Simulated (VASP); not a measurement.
A run of VASP 6.6.1 is set up as follows.

The input INCAR:

```
SYSTEM = BN
PREC = Accurate
ENCUT = 520
EDIFF = 1E-6
ISMEAR = -1
SIGMA = 0.05
LREAL = .FALSE.
LASPH = .TRUE.
NELM = 80
ALGO = Normal
ISIF = 2
LWAVE = .FALSE.
LCHARG = .FALSE.
GGA = CA
NBANDS = 11
```

KPOINTS

```
Automatic mesh
0
G
  8 8 8
  0 0 0
```

POSCAR

```
BN
1.0
    0.0000000000      1.8075000000      1.8075000000
    1.8075000000      0.0000000000      1.8075000000
    1.8075000000      1.8075000000      0.0000000000
B N
1 1
Direct
    0.0000000000      0.0000000000      0.0000000000
    0.2500000000      0.2500000000      0.2500000000
```

Potentials or basis: VASP PAW LDA potentials, release 64 (B, N).

Command:

```sh
$ cat potpaw_LDA.64/B/POTCAR potpaw_LDA.64/N/POTCAR > POTCAR
$ mpirun -np 1 vasp_std > vasp.out
```

**Question.** Predict the band gap on the k mesh.

**Answer.** 4.34 eV, indirect (least direct gap 8.68 eV).

**Question.** Estimate the pressure.

**Answer.** -10.1 GPa.

A k mesh can miss the band edges. A hybrid or GW would open this gap; LDA tends to underestimate it.
